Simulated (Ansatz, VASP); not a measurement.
**Al in VASP and in Ansatz**

The input INCAR:

```
SYSTEM = Al
  PREC = Accurate
  ENCUT = 520
  EDIFF = 1E-6
  ISMEAR = 0
  SIGMA = 0.15
  LREAL = .FALSE.
  LASPH = .TRUE.
  NELM = 80
  ALGO = Fast
  ISIF = 2
  LWAVE = .FALSE.
  LCHARG = .TRUE.
  GGA = PS
  LELF = .TRUE.
  LVHAR = .TRUE.
  NBANDS = 14
```

The input KPOINTS:

```
Automatic mesh
0
G
  22 22 7
  0 0 0
```

File POSCAR:

```
Al
1.0
   -1.6064390039      1.6064390039     -1.6064390039
   -1.6064390039     -1.6064390039      1.6064390039
   -0.6425756016      6.4257560155      6.4257560155
Al
4
Direct
   -0.1750000000     -0.1750000000      0.8750000000
    0.4750000000      0.4750000000      0.1250000000
   -0.0750000000     -0.0750000000      0.3750000000
    0.3750000000      0.3750000000      0.6250000000
```

Input for Ansatz:

```yaml
crystal:
  lattice:
    - [-1.6064390039, 1.6064390039, -1.6064390039]
    - [-1.6064390039, -1.6064390039, 1.6064390039]
    - [-0.6425756016, 6.4257560155, 6.4257560155]
  atoms:
    - { symbol: Al, position: [-0.175, -0.175, 0.875] }
    - { symbol: Al, position: [0.475, 0.475, 0.125] }
    - { symbol: Al, position: [-0.075, -0.075, 0.375] }
    - { symbol: Al, position: [0.375, 0.375, 0.625] }
basis:
  ecutwfc: 420
kpoints:
  mp_grid: { grid: [22, 22, 7] }
hamiltonian:
  xc: pbesol
scf:
  occupations: { method: gaussian, width: 0.15 }
output:
  forces: true
  stress: true
  eigenvalues: true
```

Alike in both runs: task single point; functional PBEsol; k mesh 22 × 22 × 7; occupations gaussian, width 0.15 eV; no spin polarisation.

|  | VASP | Ansatz |
| --- | --- | --- |
| version | VASP 6.6.1 | Ansatz 0.2.0 |
| potentials or method | VASP PAW PBE potentials, release 64 (Al), cutoff 520 eV | scalar-relativistic, plane waves, PAW |
| valence electrons in the cell | 12 | 12 |

|  | VASP | Ansatz | Ansatz less VASP |
| --- | --- | --- | --- |
| gap on the k mesh at the Fermi level (eV) | none | none | - |
| pressure (GPa) | 1.6 | 1.6 | -0.07 |
| traceless stress, the component that is largest in VASP (GPa) | 2.09 | 2.08 | -0.011 |
| rms of the force components (eV/Å) | 0.415 | 0.412 | -0.0023 |

VASP's potentials were made for PBE, not for PBEsol. Atom by atom the forces differ by 0.002 eV/Å (rms over components). A gap of «none» marks a metal or a gap that the smearing closes.
